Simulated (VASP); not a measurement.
Here is a VASP 6.6.1 calculation.

The input INCAR:

```
PREC     = Accurate       # precision mode
ENCUT    = 520            # plane-wave cutoff, eV
EDIFF    = 1E-6           # SCF threshold, eV
ISMEAR   = -1             # smearing method
SIGMA    = 0.05           # smearing width, eV
LREAL    = F              # projectors in reciprocal space
LASPH    = T              # aspherical terms in the spheres
NELM     = 60             # most SCF steps
ALGO     = Normal         # electronic algorithm
ISIF     = 2              # what is computed and relaxed
LWAVE    = F              # write WAVECAR
LCHARG   = F              # write CHGCAR
GGA      = PE             # functional
NBANDS   = 19             # bands
```

The input KPOINTS:

```
Automatic mesh
0
Gamma
  9 9 5
```

File POSCAR:

```
Ti
1.0
    2.9500000000      0.0000000000      0.0000000000
   -1.4750000000      2.5547749412      0.0000000000
    0.0000000000      0.0000000000      4.6800000000
Ti
2
Direct
    0.6666666667      0.3333333333      0.7500000000
    0.3333333333      0.6666666667      0.2500000000
```

Potentials or basis: VASP PAW PBE potentials, release 64 (Ti_sv).

Run with:

```bash
$ cat potpaw_PBE.64/Ti_sv/POTCAR > POTCAR
$ mpirun -np 1 vasp_std > vasp.out
```

(1) What does it give for the band gap on the k mesh?

(2) Estimate the pressure.

Results:

(1) zero (band 12 reaches 8.95 eV, above the bottom of band 13 at 7.91 eV).

(2) -1.8 GPa.
